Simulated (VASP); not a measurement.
A run of VASP 6.6.1 is set up as follows.

INCAR

```
SYSTEM = Ge
ALGO     = Normal         ! electronic algorithm
EDIFF    = 1E-6           ! SCF threshold, eV
ENCUT    = 520            ! plane-wave cutoff, eV
GGA      = PE             ! functional
ISIF     = 2              ! what is computed and relaxed
ISMEAR   = -1             ! smearing method
LASPH    = .TRUE.         ! aspherical terms in the spheres
LCHARG   = .FALSE.        ! write CHGCAR
LREAL    = .FALSE.        ! projectors in reciprocal space
LWAVE    = .FALSE.        ! write WAVECAR
NBANDS   = 21             ! bands
NELM     = 80             ! most SCF steps
PREC     = Accurate       ! precision mode
SIGMA    = 0.02           ! smearing width, eV
```

Contents of KPOINTS:

```
k-points
0
G
  5 5 5
  0 0 0
```

The input POSCAR:

```
Ge
1.0
    0.0000000000      2.8289100000      2.8289100000
    2.8289100000      0.0000000000      2.8289100000
    2.8289100000      2.8289100000      0.0000000000
Ge
2
Direct
    0.7500000000      0.7500000000      0.7500000000
    0.5000000000      0.5000000000      0.5000000000
```

Potentials or basis: VASP PAW PBE potentials, release 64 (Ge_d).

The run is started by

```console
$ cat potpaw_PBE.64/Ge_d/POTCAR > POTCAR
$ mpirun -np 1 vasp_std > vasp.out
```

(1) Estimate the band gap on the k mesh.

(2) What does it give for the pressure?

## Answers

(1) 0.04 eV, direct.

(2) 3.6 GPa.
